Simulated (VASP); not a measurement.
Runs of VASP 6.6.1 on MoSe. The structure is that of space group Fm-3m (No. 225), or close to it. The cells are those of the table. 

```tsv
task	spin	cell	k mesh	gap on the mesh (eV)	pressure (GPa)	relaxed volume (Å³/atom)
single point	off	a = 4.280 Å, angles 60.0°, 2 atoms	12 × 12 × 12	none	-17.0	-
single point	off	a = 4.050 Å, angles 60.0°, 2 atoms	12 × 12 × 12	none	-14.4	-
relaxation of cell and atoms	off	relaxed from a = 4.050 Å, angles 60.0°, 2 atoms	12 × 12 × 12	none	0.0	(a)
single point	off	a = 3.741 Å, angles 60.0°, 2 atoms	12 × 12 × 12	none	0.6	-
relaxation of cell and atoms	collinear	relaxed from a = 3.605 Å, angles 60.0°, 2 atoms	6 × 6 × 6	none	-0.1	(b)
```

Alike in all rows: level PBE+U; potentials or basis VASP PAW PBE potentials, release 64 (Mo_sv, Se); Mo d U = 4.38 eV; cutoff (eV) 500; smearing gaussian 0.1 eV.

Estimate the missing entries.

(a) 18.62; (b) 22.93.

Caveats: U without spin polarisation on a metal has little footing (at least some runs); the cell stands under tension (at least some runs); the electronic state changed during the relaxation (at least some runs); the volume moved by over 15 % at a fixed basis, so the end points are rough (at least some runs).

A k mesh can miss the band edges, and the runs leave out spin-orbit coupling on Mo, Se.

A gap of «none» marks levels without a gap at the run's occupations.
